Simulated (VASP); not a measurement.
Set up this calculation in VASP 6.6.1, as the native input.

```yaml
Task: single point
Functional: PBEsol
Potentials_or_basis: VASP PAW PBE potentials, release 64 (Co)
Cutoff: 520 eV
k_mesh: 20 × 20 × 10
Occupations: gaussian, width 0.05 eV
Spin: collinear spin, ferromagnetic start
Starting_moments: "[0.5, 0.5] μB"
Dipole_correction: no
Further_INCAR_settings: ALGO = Normal; EDIFF = 1e-07; NBANDS = 20
```

The structure of Co lies in POSCAR:

```
Co
1.0
    2.4576034436      0.0000000000      0.0000000000
   -1.2288017218      2.1283470146      0.0000000000
    0.0000000000      0.0000000000      3.9670264278
Co
2
Direct
    0.3333333333      0.6666666667      0.7500000000
    0.6666666667      0.3333333333      0.2500000000
```

One way to write it, as run:

INCAR

```
SYSTEM = Co
PREC = Accurate ; ENCUT = 520
EDIFF = 1E-7 ; ISMEAR = 0
SIGMA = 0.05 ; LREAL = .False.
LASPH = .True. ; NELM = 150
ALGO = Normal ; ISIF = 2
LWAVE = .False. ; LCHARG = .False.
ISPIN = 2 ; MAGMOM = 0.5 0.5
LORBIT = 11 ; LMAXMIX = 4
GGA = PS ; NBANDS = 20
```

KPOINTS

```
Automatic mesh
0
Gamma
  20 20 10
  0 0 0
```

Potentials or basis: VASP PAW PBE potentials, release 64 (Co).

Run with:

```sh
$ cat potpaw_PBE.64/Co/POTCAR > POTCAR
$ mpirun -np 1 vasp_std > vasp.out
```

It gave:

```json
{"Pressure": "-0.9 GPa", "Net moment": "3.15 μB per cell", "Site moments": "Co +1.58 μB", "Valence electrons inside the program's atomic spheres": "Co 8.36"}
```

Caveat: the PAW data sets were made with another functional, which shifts forces and pressure a little.

Wall time 7.3 min on 1 thread of Intel Xeon 8259CL, with other jobs on the host, peak memory 0.26 GiB.
